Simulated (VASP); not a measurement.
**Co: single point with PBEsol**

Crystal: Co.

```xyz
1
Lattice="-1.3832 1.3832 1.3832 1.3832 -1.3832 1.3832 1.3832 1.3832 -1.3832" Properties=species:S:1:pos:R:3 pbc="T T T"
Co    0.0000    0.0000    0.0000
```

This isn't the form of Co at room conditions, which is hcp.

- Program: VASP 6.6.1
- Task: single point
- Functional: PBEsol
- Potentials or basis: VASP PAW PBE potentials, release 64 (Co_sv)
- Cutoff: 600 eV
- k mesh: 22 × 22 × 22
- Occupations: gaussian, width 0.1 eV
- Spin: collinear spin, ferromagnetic start
- Starting moments: [2.04] μB

```json
{
  "Pressure": "-3.8 GPa",
  "Net moment": "1.71 μB per cell",
  "Site moments": "Co +1.76 μB",
  "Valence electrons inside the program's atomic spheres": "Co 15.06"
}
```

Levels at points of the mesh, in eV from the Fermi level:
Spin up:
| k point | band 5 | band 6 | band 7 | band 8 | band 9 | band 10 | band 11 | band 12 | band 13 | band 14 |
| --- | --- | --- | --- | --- | --- | --- | --- | --- | --- | --- |
| (0.00, 0.00, 0.00) | -9.57 | -3.11 | -3.11 | -3.11 | -1.89 | -1.89 | 25.40 | 25.40 | 25.40 | 30.77 |
| (0.50, 0.00, 0.00) | -5.73 | -4.17 | -1.84 | -1.71 | -0.49 | -0.25 | 6.64 | 18.45 | 20.12 | 23.61 |
| (0.50, 0.50, 0.50) | -5.59 | -5.59 | -0.75 | -0.75 | -0.75 | 9.55 | 9.55 | 9.55 | 15.41 | 15.41 |
Spin down:
```csv
k point,band 5,band 6,band 7,band 8,band 9,band 10,band 11,band 12
"(0.00, 0.00, 0.00)",-9.46,-1.55,-1.55,-1.55,0.29,0.29,25.25,25.25
"(0.50, 0.00, 0.00)",-4.68,-2.77,-0.18,0.18,0.52,1.33,7.71,18.49
"(0.50, 0.50, 0.50)",-4.12,-4.12,1.04,1.04,1.04,9.73,9.73,9.73
```

Run time: 57 s on 1 thread of Intel(R) Xeon(R) 6975P-C (Granite Rapids), on a shared host, peak memory 0.21 GiB.

Caveat: the cell stands under tension; the PAW data sets were made with another functional, which shifts forces and pressure a little.
